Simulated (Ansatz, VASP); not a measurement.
# One calculation of MnPt3, two programs

Contents of INCAR:

```
SYSTEM = MnPt3
PREC = Accurate
ENCUT = 520
EDIFF = 1E-7
ISMEAR = 0
SIGMA = 0.05
LREAL = .FALSE.
LASPH = .TRUE.
NELM = 150
ALGO = Fast
ISIF = 2
LWAVE = .FALSE.
LCHARG = .FALSE.
ISPIN = 2
MAGMOM = 3.84 0 0 0
LORBIT = 11
LMAXMIX = 4
GGA = CA
NBANDS = 34
```

The input KPOINTS:

```
regular mesh
0
G
  10 10 10
  0 0 0
```

File POSCAR:

```
MnPt3
1.0
    3.8422971783      0.0000000000      0.0000000000
    0.0000000000      3.8422971783      0.0000000000
    0.0000000000      0.0000000000      3.8422971783
Mn Pt
1 3
Direct
    0.0000000000      0.0000000000      0.0000000000
    0.0000000000      0.5000000000      0.5000000000
    0.5000000000      0.0000000000      0.5000000000
    0.5000000000      0.5000000000      0.0000000000
```

Input for Ansatz:

```yaml
crystal:
  lattice:
    - [3.8422971783, 0.0, 0.0]
    - [0.0, 3.8422971783, 0.0]
    - [0.0, 0.0, 3.8422971783]
  atoms:
    - { symbol: Mn, position: [0.0, 0.0, 0.0], spin: 3.84 }
    - { symbol: Pt, position: [0.0, 0.5, 0.5] }
    - { symbol: Pt, position: [0.5, 0.0, 0.5] }
    - { symbol: Pt, position: [0.5, 0.5, 0.0] }
basis:
  ecutwfc: 420
  ecutrho_ratio: 4
kpoints:
  mp_grid: { grid: [10, 10, 10] }
hamiltonian:
  xc: lda
scf:
  occupations: { method: gaussian, width: 0.05 }
output:
  forces: true
  stress: true
  eigenvalues: true
  populations: true
magnetization:
  spin_polarized: true
```

Alike in both runs: task single point; functional LDA; k mesh 10 × 10 × 10; occupations gaussian, width 0.05 eV; collinear spin.

```csv
,VASP,Ansatz
version,VASP 6.6.1,Ansatz 0.2.0
potentials or method,"VASP PAW LDA potentials, release 64 (Mn_pv, Pt), cutoff 520 eV","scalar-relativistic, plane waves, PAW"
valence electrons in the cell,43,69
```

|  | VASP | Ansatz | Ansatz less VASP |
| --- | --- | --- | --- |
| gap on the k mesh at the Fermi level (eV) | none | none | - |
| pressure (GPa) | 0.3 | 0.0 | -0.35 |
| net moment per atom (μB) | 1.02 | 1.03 | +0.006 |
| size of the moment on the site where the two differ most (μB) | 3.52 | 3.57 | +0.053 |

LDA's correlation is that of Perdew and Zunger in VASP and of Perdew and Wang (1992) in Ansatz. Site moments also hang on the region over which each program counts them. A gap of «none» marks a metal or a gap that the smearing closes. VASP's potentials hold 43 valence electrons a cell and Ansatz's 69, so a difference there can come from the potentials and not from the codes.

Neither program's run includes spin-orbit coupling.
